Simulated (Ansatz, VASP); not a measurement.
Two plane-wave programs on Cu3N

```
CELL_PARAMETERS angstrom
3.82701 0.00000 0.00000
0.00000 3.82701 0.00000
0.00000 0.00000 3.82701
ATOMIC_POSITIONS crystal
Cu 0.50000 0.00000 0.00000
Cu 0.00000 0.50000 0.00000
Cu 0.00000 0.00000 0.50000
N 0.00000 0.00000 0.00000
```

Alike in both runs: task single point; functional PBE; k mesh 10 × 10 × 10; occupations gaussian, width 0.01 eV; no spin polarisation.

|  | VASP | Ansatz |
| --- | --- | --- |
| version | VASP 6.6.1 | Ansatz 0.2.0 |
| potentials or method | VASP PAW PBE potentials, release 64 (Cu, N), cutoff 600 eV | scalar-relativistic, plane waves, PAW |
| valence electrons in the cell | 38 | 62 |

```csv
,VASP,Ansatz,Ansatz less VASP
gap on the k mesh at the Fermi level (eV),0.25,0.22,-0.023
least direct gap on the mesh (eV),0.78,0.75,-0.033
pressure (GPa),0.8,0.0,-0.78
```

With one functional, cell and mesh, what is left measures potentials, basis and numerics. VASP's potentials hold 38 valence electrons a cell and Ansatz's 62, so a difference there can come from the potentials and not from the codes.
